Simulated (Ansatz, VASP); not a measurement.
# Two plane-wave programs on RbBr

```xyz
2
Lattice="0.0000 3.3203 3.6524 3.3203 0.0000 3.6524 3.3203 3.3203 0.0000" Properties=species:S:1:pos:R:3 pbc="T T T"
Rb    0.0000    0.0000    0.0000
Br    3.3203    3.3203    3.6524
```

Alike in both runs: task single point; functional PBEsol; k mesh 6 × 6 × 6; occupations gaussian, width 0.05 eV; no spin polarisation.

|  | VASP | Ansatz |
| --- | --- | --- |
| version | VASP 6.6.1 | Ansatz 0.2.0 |
| potentials or method | VASP PAW PBE potentials, release 64 (Rb_sv, Br), cutoff 520 eV | scalar-relativistic, plane waves, PAW |
| valence electrons in the cell | 16 | 16 |

|  | VASP | Ansatz | Ansatz less VASP |
| --- | --- | --- | --- |
| gap on the k mesh at the Fermi level (eV) | 4.16 | 4.16 | +0.003 |
| least direct gap on the mesh (eV) | 4.16 | 4.16 | +0.003 |
| pressure (GPa) | 0.4 | 0.3 | -0.04 |
| traceless stress, the component that is largest in VASP (GPa) | -1.55 | -1.53 | +0.026 |

VASP's potentials were made for PBE, not for PBEsol. The functional is the same, so the differences come from potentials, cutoffs and numerics.
